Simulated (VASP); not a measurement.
# CrO2 (P-42_1m) in VASP: single point with PBEsol+U

Aim: the single point of CrO2 with PBEsol+U.

Everything below comes from runs of VASP 6.6.1. Logs are shortened: lines on timing, memory, paths and dates and some standing lists are left out, and cuts for length are marked.

**1. The cell of the first run**

Symmetry: P-42_1m, No. 113, tetragonal system. Conventional cell: a = 4.471 Å, b = 4.471 Å, c = 2.995 Å, α = 90.00°, β = 90.00°, γ = 90.00°. Cr (site symmetry 2mm) has 6 O at 1.89 to 1.99 Å within 2.5 Å. Within 2.6 Å of O (site symmetry m) lie 3 Cr at 1.89 to 1.99 Å and 1 O at 2.55 Å.

**2. Single point, PBEsol+U, collinear spin, ferromagnetic start**

INCAR

```
SYSTEM = CrO2
PREC = Accurate ; ENCUT = 700
EDIFF = 1E-6 ; ISMEAR = -1
SIGMA = 0.05 ; LREAL = .FALSE.
LASPH = .TRUE. ; NELM = 200
ALGO = Normal ; ISIF = 2
LWAVE = .FALSE. ; LCHARG = .TRUE.
ISPIN = 2 ; MAGMOM = 2.1 2.1 0 0 0 0
LORBIT = 11 ; LMAXMIX = 4
LDAU = .TRUE. ; LDAUTYPE = 1
LDAUL = 2 -1 ; LDAUU = 4.9 0
LDAUJ = 0.9 0 ; LDAUPRINT = 1
GGA = PS ; LELF = .TRUE.
LVHAR = .TRUE. ; NBANDS = 39
GGA_COMPAT = .FALSE.
```

KPOINTS

```
Automatic mesh
0
G
  6 6 9
  0 0 0
```

POSCAR

```
CrO2
1.0
    4.4713430000      0.0000000000      0.0000000000
    0.0000000000      4.4713430000      0.0000000000
    0.0000000000      0.0000000000      2.9951760000
Cr O
2 4
Direct
    0.0000000000      0.5000000000      0.2384510000
    0.5000000000      0.0000000000      0.7615490000
    0.7017070000      0.2017070000      0.2536240000
    0.2017070000      0.2982930000      0.7463760000
    0.2982930000      0.7982930000      0.2536240000
    0.7982930000      0.7017070000      0.7463760000
```

Potentials or basis: VASP PAW PBE potentials, release 64 (Cr_sv, O).

Launch:

```bash
$ cat potpaw_PBE.64/Cr_sv/POTCAR potpaw_PBE.64/O/POTCAR > POTCAR
$ mpirun -np 1 vasp_std > vasp.out
```

OUTCAR:

```text
SYSTEM = CrO2
   PREC = Accurate
   ENCUT = 700
   EDIFF = 1E-6
   ISMEAR = -1
   LREAL = .FALSE.
   LASPH = .TRUE.
   NELM = 200
   ISIF = 2
   ISPIN = 2
   LORBIT = 11
   GGA = PS

 ion  position               nearest neighbor table
   1  0.000  0.500  0.238-   3 1.89   5 1.89   4 1.95   6 1.95   4 1.99   6 1.99
   2  0.500  0.000  0.762-   4 1.89   6 1.89   5 1.95   3 1.95   3 1.99   5 1.99
   3  0.702  0.202  0.254-   1 1.89   2 1.95   2 1.99
   4  0.202  0.298  0.746-   2 1.89   1 1.95   1 1.99
   5  0.298  0.798  0.254-   1 1.89   2 1.95   2 1.99
   6  0.798  0.702  0.746-   2 1.89   1 1.95   1 1.99

  LATTYP: Found a simple tetragonal cell.
 ALAT       =     4.4713430000
 C/A-ratio  =     0.6698604871

  Lattice vectors:

 A1 = (   4.4713430000,   0.0000000000,   0.0000000000)
 A2 = (   0.0000000000,   4.4713430000,   0.0000000000)
 A3 = (   0.0000000000,   0.0000000000,   2.9951760000)

Analysis of symmetry for initial positions (statically):
=====================================================================
 Subroutine PRICEL returns:
 Original cell was already a primitive cell.

 Routine SETGRP: Setting up the symmetry group for a
 simple tetragonal supercell.

 Subroutine GETGRP returns: Found  8 space group operations
 (whereof  4 operations were pure point group operations)
 out of a pool of 16 trial point group operations.

The static configuration has the point symmetry S_4 .
 The point group associated with its full space group is D_2d.

Analysis of symmetry for dynamics (positions and initial velocities):
=====================================================================
 Subroutine PRICEL returns:
 Original cell was already a primitive cell.

 Routine SETGRP: Setting up the symmetry group for a
 simple tetragonal supercell.

 Subroutine GETGRP returns: Found  8 space group operations
 (whereof  4 operations were pure point group operations)
 out of a pool of 16 trial point group operations.

The dynamic configuration has the point symmetry S_4 .
 The point group associated with its full space group is D_2d.

Analysis of structural, dynamic, and magnetic symmetry:
=====================================================================
 Subroutine PRICEL returns:
 Original cell was already a primitive cell.

 Routine SETGRP: Setting up the symmetry group for a
 simple tetragonal supercell.

 Subroutine GETGRP returns: Found  8 space group operations
 (whereof  4 operations were pure point group operations)
 out of a pool of 16 trial point group operations.

The overall configuration has the point symmetry S_4 .
 The point group associated with its full space group is D_2d.

 Subroutine INISYM returns: Found  8 space group operations
 (whereof  4 operations are pure point group operations),
 and found     1 'primitive' translations

----------------------------------------------------------------------------------------

                                     Primitive cell

  volume of cell :      59.8823

  direct lattice vectors                    reciprocal lattice vectors
     4.471343000  0.000000000  0.000000000     0.223646453  0.000000000  0.000000000
     0.000000000  4.471343000  0.000000000     0.000000000  0.223646453  0.000000000
     0.000000000  0.000000000  2.995176000     0.000000000  0.000000000  0.333870197
[... 158 lines left out ...]
  o =  0.0837  v =  0.0000  0.0000  0.0000  0.0000  0.0000  0.0000 -0.0000  0.0000 -0.0000  1.0000      0.0000  0.0000  0.0000  0.0000  0.0000  0.0000  0.0000  0.0000  0.0000  0.0000
  o =  0.1963  v =  0.0000  0.0000  0.0000  0.0000  0.0000 -0.0000  0.7071 -0.0000 -0.7071 -0.0000      0.0000  0.0000  0.0000  0.0000  0.0000  0.0000  0.0000  0.0000  0.0000  0.0000
  o =  0.2154  v =  0.0000  0.0000  0.0000  0.0000  0.0000 -0.8509 -0.0000  0.5253  0.0000  0.0000      0.0000  0.0000  0.0000  0.0000  0.0000  0.0000  0.0000  0.0000  0.0000  0.0000
  o =  0.2558  v =  0.0000 -0.7071  0.0000  0.7071  0.0000  0.0000  0.0000  0.0000  0.0000  0.0000      0.0000  0.0000  0.0000  0.0000  0.0000  0.0000  0.0000  0.0000  0.0000  0.0000
  o =  0.2991  v = -0.7981  0.0000  0.6025 -0.0000  0.0000  0.0000  0.0000  0.0000  0.0000  0.0000      0.0000  0.0000  0.0000  0.0000  0.0000  0.0000  0.0000  0.0000  0.0000  0.0000
  o =  0.4271  v =  0.0000 -0.0000  0.0000  0.0000 -1.0000  0.0000  0.0000  0.0000  0.0000  0.0000      0.0000  0.0000  0.0000  0.0000  0.0000  0.0000  0.0000  0.0000  0.0000  0.0000
  o =  0.8450  v =  0.0000  0.7071  0.0000  0.7071  0.0000  0.0000  0.0000  0.0000  0.0000  0.0000      0.0000  0.0000  0.0000  0.0000  0.0000  0.0000  0.0000  0.0000  0.0000  0.0000
  o =  0.8987  v = -0.6025  0.0000 -0.7981  0.0000 -0.0000  0.0000  0.0000  0.0000  0.0000  0.0000      0.0000  0.0000  0.0000  0.0000  0.0000  0.0000  0.0000  0.0000  0.0000  0.0000

atom =   2  type =  1  l = 2

 onsite density matrix

spin component  1

  0.5168  0.0000 -0.2883  0.0000  0.0000
  0.0000  0.5504 -0.0000 -0.2946  0.0000
 -0.2883 -0.0000  0.6811  0.0000  0.0000
  0.0000 -0.2946  0.0000  0.5504 -0.0000
  0.0000  0.0000  0.0000 -0.0000  0.4271

spin component  2

  0.1653 -0.0000  0.0811 -0.0000 -0.0000
 -0.0000  0.1245  0.0000  0.0718 -0.0000
  0.0811  0.0000  0.0840 -0.0000 -0.0000
 -0.0000  0.0718 -0.0000  0.1245  0.0000
 -0.0000 -0.0000 -0.0000  0.0000  0.0837

 occupancies and eigenvectors

  o =  0.0339  v =  0.0000  0.0000  0.0000  0.0000  0.0000  0.5253  0.0000 -0.8509 -0.0000 -0.0000      0.0000  0.0000  0.0000  0.0000  0.0000  0.0000  0.0000  0.0000  0.0000  0.0000
  o =  0.0526  v =  0.0000  0.0000  0.0000  0.0000  0.0000 -0.0000  0.7071  0.0000 -0.7071 -0.0000      0.0000  0.0000  0.0000  0.0000  0.0000  0.0000  0.0000  0.0000  0.0000  0.0000
  o =  0.0837  v =  0.0000  0.0000  0.0000  0.0000  0.0000  0.0000  0.0000 -0.0000 -0.0000  1.0000      0.0000  0.0000  0.0000  0.0000  0.0000  0.0000  0.0000  0.0000  0.0000  0.0000
  o =  0.1963  v =  0.0000  0.0000  0.0000  0.0000  0.0000  0.0000 -0.7071  0.0000 -0.7071 -0.0000      0.0000  0.0000  0.0000  0.0000  0.0000  0.0000  0.0000  0.0000  0.0000  0.0000
  o =  0.2154  v =  0.0000  0.0000  0.0000  0.0000  0.0000 -0.8509 -0.0000 -0.5253 -0.0000  0.0000      0.0000  0.0000  0.0000  0.0000  0.0000  0.0000  0.0000  0.0000  0.0000  0.0000
  o =  0.2558  v =  0.0000 -0.7071 -0.0000 -0.7071 -0.0000  0.0000  0.0000  0.0000  0.0000  0.0000      0.0000  0.0000  0.0000  0.0000  0.0000  0.0000  0.0000  0.0000  0.0000  0.0000
  o =  0.2991  v = -0.7981 -0.0000 -0.6025  0.0000  0.0000  0.0000  0.0000  0.0000  0.0000  0.0000      0.0000  0.0000  0.0000  0.0000  0.0000  0.0000  0.0000  0.0000  0.0000  0.0000
  o =  0.4271  v = -0.0000  0.0000 -0.0000  0.0000 -1.0000  0.0000  0.0000  0.0000  0.0000  0.0000      0.0000  0.0000  0.0000  0.0000  0.0000  0.0000  0.0000  0.0000  0.0000  0.0000
  o =  0.8450  v =  0.0000  0.7071 -0.0000 -0.7071  0.0000  0.0000  0.0000  0.0000  0.0000  0.0000      0.0000  0.0000  0.0000  0.0000  0.0000  0.0000  0.0000  0.0000  0.0000  0.0000
  o =  0.8987  v = -0.6025 -0.0000  0.7981 -0.0000  0.0000  0.0000  0.0000  0.0000  0.0000  0.0000      0.0000  0.0000  0.0000  0.0000  0.0000  0.0000  0.0000  0.0000  0.0000  0.0000

 number of electron      51.9999977 magnetization       3.9999954

 Free energy of the ion-electron system (eV)
  ---------------------------------------------------
  ext. energy  EPLUGINS =         0.00000000
  ---------------------------------------------------
  free energy    TOTEN  =       -47.48648415 eV

  energy without entropy =      -47.48072742  energy(sigma->0) =      -47.48360578

 E-fermi :   5.7780     XC(G=0): -11.9542

 val. band max:        5.7521243810   @ k =   0.0000   0.0000   0.3333
 cond. band min:       5.7849015075   @ k =   0.1667   0.1667   0.4444
 fundamental gap:      0.0327771265
 Fermi energy:         5.7779611854

 spin component 1

 k-point     1 :       0.0000    0.0000    0.0000
  band No.  band energies     occupation
      1     -67.5157      1.00000
      2     -67.5113      1.00000
      3     -38.9746      1.00000
      4     -38.9746      1.00000
      5     -38.9234      1.00000
      6     -38.9234      1.00000
[... 1961 lines left out ...]
     37      19.9221      0.00000
     38      19.9221      0.00000

 [... further k-points ...]

 [bands above 38 left out]

------------------------ aborting loop because EDIFF is reached ----------------------------------------

  FORCE on cell =-STRESS in cart. coord.  units (eV):
  Direction    XX          YY          ZZ          XY          YZ          ZX
  --------------------------------------------------------------------------------------
  -------------------------------------------------------------------------------------
  Total       -3.9966118     -3.9966118     -4.7809941      0.0000000      0.0000000      0.0000000
  in kB     -106.9311484   -106.9311484   -127.9176501      0.0000000      0.0000000      0.0000000
  external PRESSURE =    -113.9266490 kB  Pullay stress =       0.0000000 kB

 VOLUME and BASIS-vectors are now :
 -----------------------------------------------------------------------------
  energy-cutoff  :      700.00
  volume of cell :       59.88
      direct lattice vectors                 reciprocal lattice vectors
     4.471343000  0.000000000  0.000000000     0.223646453  0.000000000  0.000000000
     0.000000000  4.471343000  0.000000000     0.000000000  0.223646453  0.000000000
     0.000000000  0.000000000  2.995176000     0.000000000  0.000000000  0.333870197

 POSITION                                       TOTAL-FORCE (eV/Angst)
 -----------------------------------------------------------------------------------
      0.00000      2.23567      0.71420         0.000000      0.000000      0.296920
      2.23567      0.00000      2.28097         0.000000      0.000000     -0.296920
      3.13757      0.90190      0.75965        -0.262177     -0.262177     -0.056871
      0.90190      1.33377      2.23553        -0.262177      0.262177      0.056871
      1.33377      3.56944      0.75965         0.262177      0.262177     -0.056871
      3.56944      3.13757      2.23553         0.262177     -0.262177      0.056871
 -----------------------------------------------------------------------------------
    total drift:                               -0.000000     -0.000000     -0.000000

  FREE ENERGIE OF THE ION-ELECTRON SYSTEM (eV)
  ---------------------------------------------------
  free  energy   TOTEN  =       -47.4864841474 eV

  energy  without entropy=      -47.4807274201  energy(sigma->0) =      -47.48360578

 total charge

# of ion       s       p       d       tot
------------------------------------------
    1        2.151   6.044   3.285  11.480
    2        2.151   6.044   3.285  11.480
    3        1.558   3.444   0.000   5.003
    4        1.558   3.444   0.000   5.003
    5        1.558   3.444   0.000   5.003
    6        1.558   3.444   0.000   5.003
--------------------------------------------------
tot         10.536  25.866   6.569  42.971

 magnetization (x)

# of ion       s       p       d       tot
------------------------------------------
    1        0.013   0.013   2.135   2.161
    2        0.013   0.013   2.135   2.161
    3       -0.005  -0.151   0.000  -0.155
    4       -0.005  -0.151   0.000  -0.155
    5       -0.005  -0.151   0.000  -0.155
    6       -0.005  -0.151   0.000  -0.155
--------------------------------------------------
tot          0.008  -0.578   4.271   3.701
```

Run time: 7.6 min. Hardware: 1 thread of Intel Xeon Platinum 8259CL at 2.50GHz (Skylake/Cascade Lake), shared host; peak memory 0.4 GiB.

Results:

```yaml
Free_energy: -47.4865 eV
Pressure: -11.4 GPa
Largest_force: 0.375 eV/Å
Band_gap_on_the_k_mesh: zero (filled and empty bands overlap)
Net_moment: 4.00 μB per cell
Site_moments: Cr +2.16; O -0.15 μB
Valence_electrons_inside_the_program's_atomic_spheres: Cr 11.48; O 5.00
```

Forces in eV/Å, atoms in the order of the input:
```
Cr   0.000  0.000  0.297
Cr   0.000  0.000 -0.297
O   -0.262 -0.262 -0.057
O   -0.262  0.262  0.057
O    0.262  0.262 -0.057
O    0.262 -0.262  0.057
```

Eigenvalues of the final occupation matrices:
| site | spin | trace | eigenvalues |
| --- | --- | --- | --- |
| site 1 d | 1 | 2.73 | 0.26 0.30 0.43 0.84 0.90 |
| site 1 d | 2 | 0.58 | 0.03 0.05 0.08 0.20 0.22 |
| site 2 d | 1 | 2.73 | 0.26 0.30 0.43 0.84 0.90 |
| site 2 d | 2 | 0.58 | 0.03 0.05 0.08 0.20 0.22 |

Caveat: the cell stands under tension; the PAW data sets were made with another functional, which shifts forces and pressure a little; the run started ferromagnetic, and an antiferromagnetic order may lie lower in energy. The state reached can hang on the start; a lower one may exist.

The gap in the log of VASP goes by the Fermi energy; the results here count the filled bands.